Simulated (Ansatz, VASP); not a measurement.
## Two plane-wave programs on C

```
CELL_PARAMETERS angstrom
2.45888 0.00000 0.00000
-1.22944 2.12945 0.00000
0.00000 0.00000 7.19740
ATOMIC_POSITIONS crystal
C 0.00000 0.00000 0.25000
C 0.00000 0.00000 0.75000
C 0.33333 0.66667 0.25000
C 0.66667 0.33333 0.75000
```

Change from the starting cell: strain along c alone, the other axes held, atoms relaxed: -1.5 %.

Alike in both runs: task single point; functional PBEsol; k mesh 24 × 24 × 8; occupations gaussian, width 0.1 eV; no spin polarisation.

```csv
,VASP,Ansatz
version,VASP 6.6.1,Ansatz 0.2.0
potentials or method,"VASP PAW PBE potentials, release 64 (C), cutoff 520 eV","scalar-relativistic, plane waves, PAW"
valence electrons in the cell,16,16
```

```tsv
	VASP	Ansatz	Ansatz less VASP
gap on the k mesh at the Fermi level (eV)	none	none	-
pressure (GPa)	0.7	0.0	-0.63
traceless stress, the component that is largest in VASP (GPa)	-0.63	0.08	+0.706
```

VASP's potentials were made for PBE, not for PBEsol. A gap of «none» marks a metal or a gap that the smearing closes.
